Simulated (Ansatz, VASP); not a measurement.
**Ca in VASP and in Ansatz**

File INCAR:

```
ALGO = Normal ; EDIFF = 1E-6
ENCUT = 520 ; GGA = PS
ISIF = 2 ; ISMEAR = 0
LASPH = T ; LCHARG = F
LREAL = F ; LWAVE = F
NBANDS = 11 ; NELM = 80
PREC = Accurate ; SIGMA = 0.1
```

File KPOINTS:

```
k-points
0
Gamma
  12 12 12
```

POSCAR

```
Ca
1.0
   -2.2180612482      2.2180612482      2.2418598815
    2.2180612482     -2.2180612482      2.2418598815
    2.2180612482      2.2180612482     -2.2418598815
Ca
1
Direct
    0.5000000000      0.5000000000      0.0000000000
```

Input for Ansatz:

```yaml
crystal:
  lattice:
    - [-2.2180612482, 2.2180612482, 2.2418598815]
    - [2.2180612482, -2.2180612482, 2.2418598815]
    - [2.2180612482, 2.2180612482, -2.2418598815]
  atoms:
    - { symbol: Ca, position: [0.5, 0.5, 0.0] }
basis:
  ecutwfc: 420
kpoints:
  mp_grid: { grid: [12, 12, 12] }
hamiltonian:
  xc: pbesol
scf:
  occupations: { method: gaussian, width: 0.1 }
output:
  forces: true
  stress: true
  eigenvalues: true
```

Alike in both runs: task single point; functional PBEsol; k mesh 12 × 12 × 12; occupations gaussian, width 0.1 eV; no spin polarisation.

|  | VASP | Ansatz |
| --- | --- | --- |
| version | VASP 6.6.1 | Ansatz 0.2.0 |
| potentials or method | VASP PAW PBE potentials, release 64 (Ca_sv), cutoff 520 eV | scalar-relativistic, plane waves, PAW |
| valence electrons in the cell | 10 | 10 |

```tsv
	VASP	Ansatz	Ansatz less VASP
gap on the k mesh at the Fermi level (eV)	none	none	-
pressure (GPa)	-1.3	-1.3	-0.01
```

VASP's potentials were made for PBE, not for PBEsol. A gap of «none» marks a metal or a gap that the smearing closes.
